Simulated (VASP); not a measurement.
# TiB2 in VASP: a series of runs, part 3 of 3

VASP 6.6.1.

## 5. Electric field gradients, PBEsol (volume scaled by 0.94)

File INCAR:

```
SYSTEM = TiB2
PREC = Accurate
ENCUT = 520
EDIFF = 1E-8
ISMEAR = -1
SIGMA = 0.03
LREAL = .False.
LASPH = .True.
NELM = 60
ALGO = Normal
ISIF = 2
LWAVE = .False.
LCHARG = .False.
GGA = PS
LEFG = .True.
NBANDS = 16
```

File KPOINTS:

```
regular mesh
0
Gamma
  14 14 11
  0 0 0
```

File POSCAR:

```
TiB2
1.0
    2.9673604788      0.0000000000      0.0000000000
   -1.4836802394      2.5698095569      0.0000000000
    0.0000000000      0.0000000000      3.1624957934
Ti B
1 2
Direct
    0.0000000000      0.0000000000      0.0000000000
    0.3333333333      0.6666666667      0.5000000000
    0.6666666667      0.3333333333      0.5000000000
```

Potentials or basis: VASP PAW PBE potentials, release 64 (Ti_sv, B).

Command:

```
$ cat potpaw_PBE.64/Ti_sv/POTCAR potpaw_PBE.64/B/POTCAR > POTCAR
$ mpirun -np 1 vasp_std > vasp.out
```

OUTCAR:

```text
SYSTEM = TiB2
   PREC = Accurate
   ENCUT = 520
   EDIFF = 1E-8
   ISMEAR = -1
   LREAL = .False.
   LASPH = .True.
   NELM = 60
   ISIF = 2
   GGA = PS

 ion  position               nearest neighbor table
   1  0.000  0.000  0.000-   2 2.33   3 2.33   2 2.33   3 2.33   3 2.33   3 2.33   2 2.33   2 2.33
                             3 2.33   3 2.33   2 2.33   2 2.33
   2  0.333  0.667  0.500-   3 1.71   3 1.71   3 1.71   1 2.33   1 2.33   1 2.33   1 2.33   1 2.33
                             1 2.33
   3  0.667  0.333  0.500-   2 1.71   2 1.71   2 1.71   1 2.33   1 2.33   1 2.33   1 2.33   1 2.33
                             1 2.33

  LATTYP: Found a hexagonal cell.
 ALAT       =     2.9673604788
 C/A-ratio  =     1.0657605694

  Lattice vectors:

 A1 = (   2.9673604788,   0.0000000000,   0.0000000000)
 A2 = (  -1.4836802394,   2.5698095569,   0.0000000000)
 A3 = (   0.0000000000,   0.0000000000,   3.1624957934)

Analysis of symmetry for initial positions (statically):
=====================================================================
 Subroutine PRICEL returns:
 Original cell was already a primitive cell.

 Routine SETGRP: Setting up the symmetry group for a
 hexagonal supercell.

 Subroutine GETGRP returns: Found 24 space group operations
 (whereof 24 operations were pure point group operations)
 out of a pool of 24 trial point group operations.

The static configuration has the point symmetry D_6h.

Analysis of symmetry for dynamics (positions and initial velocities):
=====================================================================
 Subroutine PRICEL returns:
 Original cell was already a primitive cell.

 Routine SETGRP: Setting up the symmetry group for a
 hexagonal supercell.

 Subroutine GETGRP returns: Found 24 space group operations
 (whereof 24 operations were pure point group operations)
 out of a pool of 24 trial point group operations.

The dynamic configuration has the point symmetry D_6h.

 Subroutine INISYM returns: Found 24 space group operations
 (whereof 24 operations are pure point group operations),
 and found     1 'primitive' translations

----------------------------------------------------------------------------------------

                                     Primitive cell

  volume of cell :      24.1158

  direct lattice vectors                    reciprocal lattice vectors
     2.967360479  0.000000000  0.000000000     0.336999838  0.194566947  0.000000000
    -1.483680239  2.569809557  0.000000000     0.000000000  0.389133894  0.000000000
     0.000000000  0.000000000  3.162495793     0.000000000  0.000000000  0.316205954

  length of vectors
     2.967360479  2.967360479  3.162495793     0.389133894  0.389133894  0.316205954

  position of ions in fractional coordinates (direct lattice)
     0.000000000  0.000000000  0.000000000
     0.333333333  0.666666667  0.500000000
     0.666666667  0.333333333  0.500000000

  ion indices of the primitive-cell ions
   primitive index   ion index
                 1           1
                 2           2
                 3           3

[... 87 lines left out ...]
   EFERMI_NEDOS =   21; number of points for ismear=-14 and -15
   IALGO  =     38    algorithm
   IMIX   =      4    mixing-type and parameters
     AMIX     =   0.40;   BMIX     =  1.00
     AMIX_MAG =   1.60;   BMIX_MAG =  1.00
  volume/ion in A,a.u.               =       8.04        54.25
  Fermi-wavevector in a.u.,A,eV,Ry     =   1.485019  2.806278 30.004664  2.205281
  Thomas-Fermi vector in A             =   2.598483
   LORBIT       =      0    0 simple, 1 ext, 2 COOP (PROOUT), +10 PAW based schemes
   GGA     = PS    functional components
   LHFCALC =     F    Hartree Fock is set to
   AEXX    =    0.0000 exact exchange contribution
   IVDW    =     0    specifies the selected vdW correction
   LEPSILON=     F    determine dielectric tensor
   LRPA    =     F    only Hartree local field effects (RPA)
 non-spin polarized calculation
  energy-cutoff  :      520.00
  volume of cell :       24.12
 maximum number of plane-waves:       672
 NGX is ok and might be reduce to    24
   NGX = 11   NGY = 11   NGZ = 11

 number of electron      17.9999999 magnetization

 Free energy of the ion-electron system (eV)
  ---------------------------------------------------
  ext. energy  EPLUGINS =         0.00000000
  ---------------------------------------------------
  free energy    TOTEN  =       -25.75011235 eV

  energy without entropy =      -25.74908157  energy(sigma->0) =      -25.74959696

 E-fermi :  10.6329     XC(G=0): -13.1734

 val. band max:       10.5576477813   @ k =   0.0714   0.0714   0.2727
 cond. band min:      10.6414483707   @ k =   0.0714  -0.0000   0.2727
 fundamental gap:      0.0838005894
 Fermi energy:        10.6328697221

 k-point     1 :       0.0000    0.0000    0.0000
  band No.  band energies     occupation
      1     -45.9533      2.00000
      2     -22.4304      2.00000
      3     -22.0597      2.00000
      4     -22.0597      2.00000
      5      -3.2122      2.00000
      6       7.8664      2.00000
[... 433 lines left out ...]
      3     -22.3756      2.00000
      4     -22.3295      2.00000
      5       1.9605      2.00000
      6       2.1080      2.00000
[... 8 lines left out ...]
     15      20.8557      0.00000
     16      21.7104      0.00000

 [... further k-points ...]

------------------------ aborting loop because EDIFF is reached ----------------------------------------

  FORCE on cell =-STRESS in cart. coord.  units (eV):
  Direction    XX          YY          ZZ          XY          YZ          ZX
  --------------------------------------------------------------------------------------
  -------------------------------------------------------------------------------------
  Total        2.2274934      2.2274934      1.1857500      0.0000000     -0.0000000     -0.0000000
  in kB      147.9877593    147.9877594     78.7775599      0.0000000     -0.0000000     -0.0000000
  external PRESSURE =     124.9176929 kB  Pullay stress =       0.0000000 kB

 VOLUME and BASIS-vectors are now :
 -----------------------------------------------------------------------------
  energy-cutoff  :      520.00
  volume of cell :       24.12
      direct lattice vectors                 reciprocal lattice vectors
     2.967360479  0.000000000  0.000000000     0.336999838  0.194566947  0.000000000
    -1.483680239  2.569809557  0.000000000     0.000000000  0.389133894  0.000000000
     0.000000000  0.000000000  3.162495793     0.000000000  0.000000000  0.316205954

 POSITION                                       TOTAL-FORCE (eV/Angst)
 -----------------------------------------------------------------------------------
      0.00000      0.00000      0.00000         0.000000      0.000000     -0.000000
     -0.00000      1.71321      1.58125        -0.000000      0.000000     -0.000000
      1.48368      0.85660      1.58125         0.000000     -0.000000      0.000000
 -----------------------------------------------------------------------------------
    total drift:                               -0.000000      0.000000      0.000000

  FREE ENERGIE OF THE ION-ELECTRON SYSTEM (eV)
  ---------------------------------------------------
  free  energy   TOTEN  =       -25.7501123541 eV

  energy  without entropy=      -25.7490815736  energy(sigma->0) =      -25.74959696

 Electric field gradients (V/A^2)
---------------------------------------------------------------------
 ion       V_xx      V_yy      V_zz      V_xy      V_xz      V_yz
---------------------------------------------------------------------
   1      -9.664    -9.665    19.329    -0.000    -0.000    -0.000
   2      -2.316    -2.316     4.631     0.000     0.000     0.000
   3      -2.316    -2.316     4.631     0.000     0.000     0.000
---------------------------------------------------------------------

 Electric field gradients after diagonalization (V/A^2)
 (convention: |V_zz| > |V_xx| > |V_yy|)
----------------------------------------------------------------------
 ion       V_xx      V_yy      V_zz     asymmetry (V_yy - V_xx)/ V_zz
----------------------------------------------------------------------
   1      -9.665    -9.664    19.329       0.000
   2      -2.316    -2.316     4.631       0.000
   3      -2.316    -2.316     4.631       0.000
----------------------------------------------------------------------

           NMR quadrupolar parameters

 Cq : quadrupolar parameter    Cq=e*Q*V_zz/h
 eta: asymmetry parameters     (V_yy - V_xx)/ V_zz
 Q  : nuclear electric quadrupole moment in mb (millibarn)
----------------------------------------------------------------------
 ion       Cq(MHz)       eta       Q (mb)
----------------------------------------------------------------------
   1       0.047       0.000       1.000
   2       0.011       0.000       1.000
   3       0.011       0.000       1.000
----------------------------------------------------------------------
```

Wall time 39 s (1 thread of Intel Xeon Platinum 8259CL at 2.50GHz (Skylake/Cascade Lake), shared host); peak memory 0.18 GiB.

What came out:

| Property | Result |
| --- | --- |
| Free energy | -25.7501 eV |
| Pressure | 12.5 GPa |
| Band gap on the k mesh | zero (band 9 reaches 11.12 eV, above the bottom of band 10 at 10.43 eV) |

Levels at points of the mesh, in eV from the Fermi level:
```csv
k point,band 5,band 6,band 7,band 8,band 9,band 10,band 11,band 12,band 13,band 14
"(0.00, 0.00, 0.00)",-13.85,-2.77,-2.77,-2.36,-2.34,2.04,2.04,3.94,3.94,6.01
"(0.50, 0.00, 0.00)",-9.70,-9.32,-3.46,-3.38,-2.49,1.42,2.98,3.51,3.52,7.77
```

Electric field gradients, principal values (V/Å²):
```
atom   least  middle  greatest (by size)
1 Ti  -9.664  -9.665              19.329
 2 B  -2.316  -2.316               4.631
 3 B  -2.316  -2.316               4.631
```

Caveat: without QUAD_EFG the Cq values of the log hold for a quadrupole moment of 1 mb, not for the nuclei; the PAW data sets were made with another functional, which shifts forces and pressure a little.

## 6. Summary

| cell | gap on the mesh (eV) | pressure (GPa) |
| --- | --- | --- |
| a = 3.029, b = 3.029, c = 3.228 Å, angles 90.0, 90.0, 120.0°, 3 atoms | none | -4.8 |
| a = 3.030, b = 3.003, c = 3.229 Å, angles 89.6, 88.8, 119.1°, 3 atoms | none | -4.5 |
| a = 2.967, b = 2.967, c = 3.162 Å, angles 90.0, 90.0, 120.0°, 3 atoms | none | 12.5 |

Alike in all rows: task electric field gradients; level PBEsol; potentials or basis VASP PAW PBE potentials, release 64 (Ti_sv, B); no spin polarisation; k mesh 14 × 14 × 11; cutoff (eV) 520; smearing fermi-dirac 0.03 eV.

Caveats: the PAW data sets were made with another functional, which shifts forces and pressure a little.

Absolute energies hang on the potentials; compare differences alone.
